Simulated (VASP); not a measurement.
# Pb: single point with LDA

Pb:

```
CELL_PARAMETERS angstrom
3.52579 0.00000 0.00000
-1.76290 3.05343 0.00000
0.00000 0.00000 5.66356
ATOMIC_POSITIONS crystal
Pb 0.66667 0.33333 0.75000
Pb 0.33333 0.66667 0.25000
```

```yaml
Program: VASP 6.6.1
Task: single point
Functional: LDA
Potentials_or_basis: VASP PAW LDA potentials, release 64 (Pb_d)
Cutoff: 520 eV
k_mesh: 9 × 9 × 5
Occupations: fermi-dirac, width 0.05 eV
Spin: no spin polarisation
```

The pressure is -2.2 GPa and the band gap on the k mesh is zero (band 14 reaches 12.39 eV, above the bottom of band 15 at 5.02 eV).

Stress tensor (GPa, compression positive):
```
-3.15  0.00  0.00
 0.00 -3.15  0.00
 0.00  0.00 -0.36
```

Levels at points of the mesh, in eV from the Fermi level:
| k point | band 10 | band 11 | band 12 | band 13 | band 14 | band 15 | band 16 | band 17 | band 18 | band 19 |
| --- | --- | --- | --- | --- | --- | --- | --- | --- | --- | --- |
| (0.00, 0.00, 0.00) | -16.69 | -11.68 | -7.96 | -4.07 | 5.34 | 5.34 | 7.16 | 7.16 | 7.78 | 8.66 |

Run time: 18 s on 1 thread of Intel(R) Xeon(R) 6975P-C (Granite Rapids), with other jobs on the host, peak memory 0.17 GiB.

Caveat: spin-orbit coupling is left out, which moves the levels of the heavy elements.
